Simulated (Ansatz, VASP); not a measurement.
## Ta: VASP beside Ansatz

```
Ta
1.0
    -1.65957    1.65957    1.65957
     1.65957   -1.65957    1.65957
     1.65957    1.65957   -1.65957
Ta
1
Direct
  0.00000 0.00000 0.00000
```

Alike in both runs: task relaxation of cell and atoms; functional PBE; k mesh 17 × 17 × 17; occupations fermi-dirac, width 0.05 eV; no spin polarisation.

```csv
,VASP,Ansatz
version,VASP 6.6.1,Ansatz 0.2.0
potentials or method,"VASP PAW PBE potentials, release 64 (Ta_pv), cutoff 600 eV","all-electron LAPW, non-relativistic"
```

|  | VASP | Ansatz | Ansatz less VASP |
| --- | --- | --- | --- |
| relaxed volume (Å³/atom) | 18.29 | 19.01 | +0.717 |
| relaxed cell length with the largest relative difference (Å) | 2.875 | 2.912 | +0.0371 |

Ansatz ran all-electron here, and VASP with PAW potentials.

Neither program's run includes spin-orbit coupling.
